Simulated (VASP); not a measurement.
# As (Fm-3m) in VASP: single point with PBEsol

Aim: the single point of As with PBEsol.

Everything below comes from runs of VASP 6.6.1. Logs are shortened: lines on timing, memory, paths and dates and some standing lists are left out, and cuts for length are marked.

## Step 1: The cell of the first run

The structure is cubic, space group Fm-3m (No. 225). Conventional cell: a = 6.151 Å, b = 6.151 Å, c = 6.151 Å, α = 90.00°, β = 90.00°, γ = 90.00°. Within 5.7 Å of As (site symmetry m-3m) lie 12 As at 4.35 Å.

## Step 2: Single point, PBEsol

INCAR reads:

```
SYSTEM = As
  PREC = Accurate
  ENCUT = 500
  EDIFF = 1E-6
  ISMEAR = -1
  SIGMA = 0.1
  LREAL = .FALSE.
  LASPH = .TRUE.
  NELM = 120
  ALGO = Normal
  ISIF = 2
  LWAVE = .FALSE.
  LCHARG = .FALSE.
  GGA = PS
  NBANDS = 8
  GGA_COMPAT = .FALSE.
```

KPOINTS reads:

```
regular mesh
0
G
  7 7 7
  0 0 0
```

POSCAR reads:

```
As
1.0
    0.0000000000      3.0755000000      3.0755000000
    3.0755000000      0.0000000000      3.0755000000
    3.0755000000      3.0755000000      0.0000000000
As
1
Direct
    0.0000000000      0.0000000000      0.0000000000
```

Potentials or basis: VASP PAW PBE potentials, release 64 (As).

On the command line:

```bash
> cat potpaw_PBE.64/As/POTCAR > POTCAR
> mpirun -np 1 vasp_std > vasp.out
```

OUTCAR:

```text
SYSTEM = As
   PREC = Accurate
   ENCUT = 500
   EDIFF = 1E-6
   ISMEAR = -1
   LREAL = .FALSE.
   LASPH = .TRUE.
   NELM = 120
   ISIF = 2
   GGA = PS

 ion  position               nearest neighbor table
   1  0.000  0.000  0.000-

  LATTYP: Found a face centered cubic cell.
 ALAT       =     6.1510000000

  Lattice vectors:

 A1 = (   0.0000000000,   3.0755000000,   3.0755000000)
 A2 = (   3.0755000000,   0.0000000000,   3.0755000000)
 A3 = (   3.0755000000,   3.0755000000,   0.0000000000)

Analysis of symmetry for initial positions (statically):
=====================================================================
 Subroutine PRICEL returns:
 Original cell was already a primitive cell.

 Routine SETGRP: Setting up the symmetry group for a
 face centered cubic supercell.

 Subroutine GETGRP returns: Found 48 space group operations
 (whereof 48 operations were pure point group operations)
 out of a pool of 48 trial point group operations.

The static configuration has the point symmetry O_h .

Analysis of symmetry for dynamics (positions and initial velocities):
=====================================================================
 Subroutine PRICEL returns:
 Original cell was already a primitive cell.

 Routine SETGRP: Setting up the symmetry group for a
 face centered cubic supercell.

 Subroutine GETGRP returns: Found 48 space group operations
 (whereof 48 operations were pure point group operations)
 out of a pool of 48 trial point group operations.

The dynamic configuration has the point symmetry O_h .

 Subroutine INISYM returns: Found 48 space group operations
 (whereof 48 operations are pure point group operations),
 and found     1 'primitive' translations

----------------------------------------------------------------------------------------

                                     Primitive cell

  volume of cell :      58.1805

  direct lattice vectors                    reciprocal lattice vectors
     0.000000000  3.075500000  3.075500000    -0.162575191  0.162575191  0.162575191
     3.075500000  0.000000000  3.075500000     0.162575191 -0.162575191  0.162575191
     3.075500000  3.075500000  0.000000000     0.162575191  0.162575191 -0.162575191

  length of vectors
     4.349413811  4.349413811  4.349413811     0.281588491  0.281588491  0.281588491

[... 72 lines left out ...]
   NELM   =    120;   NELMIN=  2; NELMDL= -5     # of ELM steps
   EDIFF  = 0.1E-05   stopping-criterion for ELM
   LREAL  =      F    real-space projection
   EDIFFG = 0.1E-04   stopping-criterion for IOM
   NSW    =      0    number of steps for IOM
   IBRION =     -1    ionic relax: 0-MD 1-quasi-New 2-CG
   NFREE  =      0    steps in history (QN), initial steepest desc. (CG)
   ISIF   =      2    stress and relaxation
   ISYM   =      2    0-nonsym 1-usesym 2-fastsym
   POTIM  = 0.5000    time-step for ionic-motion
   TEBEG  =    0.0;   TEEND  =   0.0 temperature during run
   PSTRESS=    0.0 pullay stress
   NELECT =       5.0000    total number of electrons
   NUPDOWN=      -1.0000    fix difference up-down
   EMIN   =  10.00;   EMAX   =-10.00  energy-range for DOS
   EFERMI =   0.00;   METHOD = LEGACY
   ISMEAR =    -1;   SIGMA  =   0.10  broadening in eV -4-tet -1-fermi 0-gaus
   EFERMI_NEDOS =   21; number of points for ismear=-14 and -15
   IALGO  =     38    algorithm
   IMIX   =      4    mixing-type and parameters
     AMIX     =   0.40;   BMIX     =  1.00
     AMIX_MAG =   1.60;   BMIX_MAG =  1.00
  volume/ion in A,a.u.               =      58.18       392.62
  Fermi-wavevector in a.u.,A,eV,Ry     =   0.722447  1.365226  7.101277  0.521929
  Thomas-Fermi vector in A             =   1.812411
   LORBIT       =      0    0 simple, 1 ext, 2 COOP (PROOUT), +10 PAW based schemes
   GGA     = PS    functional components
   LHFCALC =     F    Hartree Fock is set to
   AEXX    =    0.0000 exact exchange contribution
   IVDW    =     0    specifies the selected vdW correction
   LEPSILON=     F    determine dielectric tensor
   LRPA    =     F    only Hartree local field effects (RPA)
 non-spin polarized calculation
  energy-cutoff  :      500.00
  volume of cell :       58.18
 maximum number of plane-waves:      1492
   NGX = 15   NGY = 15   NGZ = 15

 number of electron       4.9999999 magnetization

 Free energy of the ion-electron system (eV)
  ---------------------------------------------------
  ext. energy  EPLUGINS =         0.00000000
  ---------------------------------------------------
  free energy    TOTEN  =        -1.82134754 eV

  energy without entropy =       -1.73639949  energy(sigma->0) =       -1.77887352

 E-fermi :  -1.6424     XC(G=0):  -6.5828

 val. band max:       -1.8721840716   @ k =  -0.4286   0.4286   0.0000
 cond. band min:      -1.6022722455   @ k =  -0.4286   0.4286   0.1429
 fundamental gap:      0.2699118261
 Fermi energy:        -1.6424014537

 k-point     1 :       0.0000    0.0000    0.0000
  band No.  band energies     occupation
      1     -11.6626      2.00000
      2      -0.6964      0.00016
      3      -0.6964      0.00016
      4      -0.6964      0.00016
      5       2.6674      0.00000
      6       7.5722      0.00000
      7       7.5722      0.00000
      8       7.5722      0.00000
[... 199 lines left out ...]
 k-point    20 :      -0.2857    0.4286    0.1429
  band No.  band energies     occupation
      1     -11.1067      2.00000
      2      -2.4951      1.99960
      3      -2.3916      1.99889
      4      -1.5641      0.62725
      5       4.9351      0.00000
      6       6.2784      0.00000
      7       7.2471      0.00000
      8       8.2112      0.00000

------------------------ aborting loop because EDIFF is reached ----------------------------------------

  FORCE on cell =-STRESS in cart. coord.  units (eV):
  Direction    XX          YY          ZZ          XY          YZ          ZX
  --------------------------------------------------------------------------------------
  -------------------------------------------------------------------------------------
  Total       -2.5856894     -2.5856894     -2.5856894     -0.0000000     -0.0000000      0.0000000
  in kB      -71.2048773    -71.2048773    -71.2048773     -0.0000000     -0.0000000      0.0000000
  external PRESSURE =     -71.2048773 kB  Pullay stress =       0.0000000 kB

 VOLUME and BASIS-vectors are now :
 -----------------------------------------------------------------------------
  energy-cutoff  :      500.00
  volume of cell :       58.18
      direct lattice vectors                 reciprocal lattice vectors
     0.000000000  3.075500000  3.075500000    -0.162575191  0.162575191  0.162575191
     3.075500000  0.000000000  3.075500000     0.162575191 -0.162575191  0.162575191
     3.075500000  3.075500000  0.000000000     0.162575191  0.162575191 -0.162575191

 POSITION                                       TOTAL-FORCE (eV/Angst)
 -----------------------------------------------------------------------------------
      0.00000      0.00000      0.00000         0.000000     -0.000000     -0.000000
 -----------------------------------------------------------------------------------
    total drift:                               -0.000000     -0.000000     -0.000000

  FREE ENERGIE OF THE ION-ELECTRON SYSTEM (eV)
  ---------------------------------------------------
  free  energy   TOTEN  =        -1.8213475392 eV

  energy  without entropy=       -1.7363994942  energy(sigma->0) =       -1.77887352
```

stdout:

```text
POSCAR found type information on POSCAR As
 POSCAR found :  1 types and       1 ions
 scaLAPACK will be used
 -----------------------------------------------------------------------------
|                                                                             |
|                                                                             |
|     You enforced a specific xc type in the INCAR file but a different       |
|     I HOPE YOU KNOW WHAT YOU ARE DOING!                                     |
|                                                                             |
 -----------------------------------------------------------------------------

 LDA part: xc-table for (Slater+PW92), standard interpolation
 POSCAR, INCAR and KPOINTS ok, starting setup
 FFT: planning ... GRIDC
 FFT: planning ... GRID_SOFT
 FFT: planning ... GRID
 WAVECAR not read
 entering main loop
```

Wall time 5.8 s (1 thread of Intel Xeon 6975P-C (Granite Rapids), shared host); peak memory 0.17 GiB.

What came out:

- Free energy: -1.8213 eV
- Pressure: -7.1 GPa

Caveat: the PAW data sets were made with another functional, which shifts forces and pressure a little.
